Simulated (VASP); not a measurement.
Input of a VASP 6.6.1 run:

The input INCAR:

```
PREC = Accurate
ENCUT = 600
EDIFF = 1E-6
ISMEAR = 0
SIGMA = 0.05
LREAL = False
LASPH = True
NELM = 120
ALGO = Normal
ISIF = 2
LWAVE = False
LCHARG = False
GGA = PS
NBANDS = 14
GGA_COMPAT = False
```

Contents of KPOINTS:

```
Automatic mesh
0
Gamma
  6 6 6
```

Contents of POSCAR:

```
NaF
1.0
    2.8492235785      0.0000000000      0.0000000000
    0.0000000000      2.8492235785      0.0000000000
    0.0000000000      0.0000000000      2.8492235785
Na F
1 1
Direct
    0.0000000000      0.0000000000      0.0000000000
    0.5000000000      0.5000000000      0.5000000000
```

Potentials or basis: VASP PAW PBE potentials, release 64 (Na_pv, F).

The run is started by

```console
$ cat potpaw_PBE.64/Na_pv/POTCAR potpaw_PBE.64/F/POTCAR > POTCAR
$ mpirun -np 1 vasp_std > vasp.out
```

**Question.** Estimate the pressure.

**Answer.** -1.9 GPa.

**Question.** Estimate the band gap on the k mesh.

**Answer.** 5.62 eV, indirect (least direct gap 5.94 eV).

Caveat: the PAW data sets were made with another functional, which shifts forces and pressure a little. A hybrid or GW would open this gap; PBEsol tends to underestimate it.
